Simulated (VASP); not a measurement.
# GdSeO (P4/nmm) in VASP: notebook, part 2 of 2

VASP 6.6.1. Earlier steps stand in the parts before.

### 3 Single point, PBE+U, collinear spin, ferromagnetic start

This run uses another cell than the first one, of 19.63 Å³/atom, 1.090 times its volume.

Contents of INCAR:

```
PREC = Accurate ; ENCUT = 520
EDIFF = 1E-6 ; ISMEAR = -1
SIGMA = 0.1 ; LREAL = F
LASPH = T ; NELM = 150
ALGO = Normal ; ISIF = 2
LWAVE = F ; LCHARG = T
ISPIN = 2 ; MAGMOM = 6.9 6.9 0 0 0 0
LORBIT = 11 ; LMAXMIX = 6
LDAU = T ; LDAUTYPE = 2
LDAUL = 3 -1 -1 ; LDAUU = 2 0 0
LDAUJ = 0 0 0 ; LDAUPRINT = 1
GGA = PE ; LELF = T
LVHAR = T ; NBANDS = 43
```

Contents of KPOINTS:

```
Automatic mesh
0
Gamma
  5 5 3
```

Contents of POSCAR:

```
GdSeO
1.0
    4.1166765728      0.0000000000      0.0000000000
    0.0000000000      4.1166765728      0.0000000000
    0.0000000000      0.0000000000      6.9491131906
Gd Se O
2 2 2
Direct
    0.2500000000      0.2500000000      0.1511409535
    0.7500000000      0.7500000000      0.8488590465
    0.2500000000      0.2500000000      0.5575685258
    0.7500000000      0.7500000000      0.4424314742
    0.7500000000      0.2500000000      0.0000000000
    0.2500000000      0.7500000000      0.0000000000
```

Potentials or basis: VASP PAW PBE potentials, release 64 (Gd, Se, O).

The run is started by

```
$ cat potpaw_PBE.64/Gd/POTCAR potpaw_PBE.64/Se/POTCAR potpaw_PBE.64/O/POTCAR > POTCAR
$ mpirun -np 1 vasp_std > vasp.out
```

OUTCAR:

```text
PREC = Accurate
   ENCUT = 520
   EDIFF = 1E-6
   ISMEAR = -1
   LREAL = F
   LASPH = T
   NELM = 150
   ISIF = 2
   ISPIN = 2
   LORBIT = 11
   GGA = PE

 ion  position               nearest neighbor table
   1  0.250  0.250  0.151-   5 2.31   6 2.31   6 2.31   5 2.31   3 2.82
   2  0.750  0.750  0.849-   5 2.31   6 2.31   5 2.31   6 2.31   4 2.82
   3  0.250  0.250  0.558-   1 2.82
   4  0.750  0.750  0.442-   2 2.82
   5  0.750  0.250  0.000-   1 2.31   2 2.31   2 2.31   1 2.31
   6  0.250  0.750  0.000-   1 2.31   2 2.31   1 2.31   2 2.31

  LATTYP: Found a simple tetragonal cell.
 ALAT       =     4.1166765728
 C/A-ratio  =     1.6880396280

  Lattice vectors:

 A1 = (   4.1166765728,   0.0000000000,   0.0000000000)
 A2 = (   0.0000000000,   4.1166765728,   0.0000000000)
 A3 = (   0.0000000000,   0.0000000000,   6.9491131906)

Analysis of symmetry for initial positions (statically):
=====================================================================
 Subroutine PRICEL returns:
 Original cell was already a primitive cell.

 Routine SETGRP: Setting up the symmetry group for a
 simple tetragonal supercell.

 Subroutine GETGRP returns: Found 16 space group operations
 (whereof  4 operations were pure point group operations)
 out of a pool of 16 trial point group operations.

The static configuration has the point symmetry C_2h.
 The point group associated with its full space group is D_4h.

Analysis of symmetry for dynamics (positions and initial velocities):
=====================================================================
 Subroutine PRICEL returns:
 Original cell was already a primitive cell.

 Routine SETGRP: Setting up the symmetry group for a
 simple tetragonal supercell.

 Subroutine GETGRP returns: Found 16 space group operations
[... 255 lines left out ...]
 spin component 1

 k-point     1 :       0.0000    0.0000    0.0000
  band No.  band energies     occupation
      1     -41.0615      1.00000
      2     -41.0049      1.00000
      3     -19.0127      1.00000
      4     -18.5432      1.00000
      5     -18.5432      1.00000
      6     -18.3556      1.00000
[... 529 lines left out ...]
     41       7.2645      0.00000
     42       7.2827      0.00000
 Fermi energy:         4.1597750628

 spin component 2

 k-point     1 :       0.0000    0.0000    0.0000
  band No.  band energies     occupation
      1     -37.9533      1.00000
      2     -37.8765      1.00000
      3     -17.3313      1.00000
      4     -16.4283      1.00000
      5     -16.4283      1.00000
      6     -16.1850      1.00000
[... 529 lines left out ...]
     41       7.8570      0.00000
     42       7.9273      0.00000
 [bands above 42 left out]

------------------------ aborting loop because EDIFF is reached ----------------------------------------

  FORCE on cell =-STRESS in cart. coord.  units (eV):
  Direction    XX          YY          ZZ          XY          YZ          ZX
  --------------------------------------------------------------------------------------
  -------------------------------------------------------------------------------------
  Total        0.1340423      0.1340423      0.0691142     -0.0000000     -0.0000000     -0.0000000
  in kB        1.8236002      1.8236002      0.9402756     -0.0000000     -0.0000000     -0.0000000
  external PRESSURE =       1.5291587 kB  Pullay stress =       0.0000000 kB

 VOLUME and BASIS-vectors are now :
 -----------------------------------------------------------------------------
  energy-cutoff  :      520.00
  volume of cell :      117.77
      direct lattice vectors                 reciprocal lattice vectors
     4.116676573  0.000000000  0.000000000     0.242914395  0.000000000  0.000000000
     0.000000000  4.116676573  0.000000000     0.000000000  0.242914395  0.000000000
     0.000000000  0.000000000  6.949113191     0.000000000  0.000000000  0.143903254

 POSITION                                       TOTAL-FORCE (eV/Angst)
 -----------------------------------------------------------------------------------
      1.02917      1.02917      1.05030         0.000000     -0.000000      0.021525
      3.08751      3.08751      5.89882        -0.000000     -0.000000     -0.021525
      1.02917      1.02917      3.87461        -0.000000      0.000000      0.008834
      3.08751      3.08751      3.07451         0.000000      0.000000     -0.008834
      3.08751      1.02917      0.00000         0.000000     -0.000000      0.000000
      1.02917      3.08751      0.00000        -0.000000      0.000000      0.000000
 -----------------------------------------------------------------------------------
    total drift:                                0.000000     -0.000000      0.000000

  FREE ENERGIE OF THE ION-ELECTRON SYSTEM (eV)
  ---------------------------------------------------
  free  energy   TOTEN  =       -54.3939302430 eV

  energy  without entropy=      -54.3144204119  energy(sigma->0) =      -54.35417533

 total charge

# of ion       s       p       d       f       tot
--------------------------------------------------
    1        2.027   5.642   0.479   7.018  15.165
    2        2.027   5.642   0.479   7.018  15.165
    3        1.498   2.245   0.025   0.000   3.768
    4        1.498   2.245   0.025   0.000   3.768
    5        1.560   3.476   0.000   0.000   5.036
    6        1.560   3.476   0.000   0.000   5.036
--------------------------------------------------
tot         10.170  22.727   1.008  14.035  47.940

 magnetization (x)

# of ion       s       p       d       f       tot
--------------------------------------------------
    1       -0.006  -0.088   0.046   6.850   6.803
    2       -0.006  -0.088   0.046   6.850   6.803
    3       -0.001  -0.032   0.000   0.000  -0.033
    4       -0.001  -0.032   0.000   0.000  -0.033
    5       -0.003  -0.018   0.000   0.000  -0.020
    6       -0.003  -0.018   0.000   0.000  -0.020
--------------------------------------------------
tot         -0.019  -0.274   0.093  13.700  13.500
```

OSZICAR:

```text
N       E                     dE             d eps       ncg     rms          rms(c)
DAV:   1     0.529023332372E+03    0.52902E+03   -0.22146E+04  3193   0.676E+03
DAV:   2     0.962382106623E+02   -0.43279E+03   -0.37744E+03  3219   0.717E+02
DAV:   3    -0.345182089822E+02   -0.13076E+03   -0.12131E+03  3331   0.256E+02
DAV:   4    -0.500937862704E+02   -0.15576E+02   -0.15321E+02  3721   0.861E+01
[... 32 lines left out ...]
DAV:  37    -0.543939344260E+02    0.31343E-05   -0.39170E-06  2256   0.679E-02    0.105E-01
DAV:  38    -0.543939309023E+02    0.35238E-05   -0.25178E-06  1920   0.694E-02    0.890E-02
DAV:  39    -0.543939288069E+02    0.20954E-05   -0.16487E-05  3272   0.123E-01    0.529E-02
DAV:  40    -0.543939302202E+02   -0.14134E-05   -0.78219E-06  2584   0.152E-02    0.682E-02
DAV:  41    -0.543939302430E+02   -0.22761E-07   -0.41223E-07  1288   0.969E-03
   1 F= -.54393930E+02 E0= -.54354175E+02  d E =-.795098E-01  mag=    13.9050
```

Wall time 4.6 min (1 thread of AMD EPYC 9R45 (Zen 5), shared host); peak memory 0.31 GiB.

What came out:

```
Free energy                                           : -54.3939 eV
Pressure                                              : 0.2 GPa
Largest force                                         : 0.022 eV/Å
Net moment                                            : 13.90 μB per cell
Site moments                                          : Gd +6.80; Se -0.03; O -0.02 μB
Valence electrons inside the program's atomic spheres : Gd 15.16; Se 3.77; O 5.04
```

Forces on the atoms (eV/Å):
```
Gd   0.000  0.000  0.022
Gd   0.000  0.000 -0.022
Se   0.000  0.000  0.009
Se   0.000  0.000 -0.009
O    0.000  0.000  0.000
O    0.000  0.000  0.000
```

Stress tensor (GPa, compression positive):
```
0.18 0.00 0.00
0.00 0.18 0.00
0.00 0.00 0.09
```

Eigenvalues of the final occupation matrices:
| site | spin | trace | eigenvalues |
| --- | --- | --- | --- |
| site 1 f | 1 | 6.94 | 0.99 0.99 0.99 0.99 0.99 0.99 0.99 |
| site 1 f | 2 | 0.09 | 0.01 0.01 0.01 0.01 0.01 0.02 0.02 |
| site 2 f | 1 | 6.94 | 0.99 0.99 0.99 0.99 0.99 0.99 0.99 |
| site 2 f | 2 | 0.09 | 0.01 0.01 0.01 0.01 0.01 0.02 0.02 |

Caveat: spin-orbit coupling is left out, which moves the levels of the heavy elements.
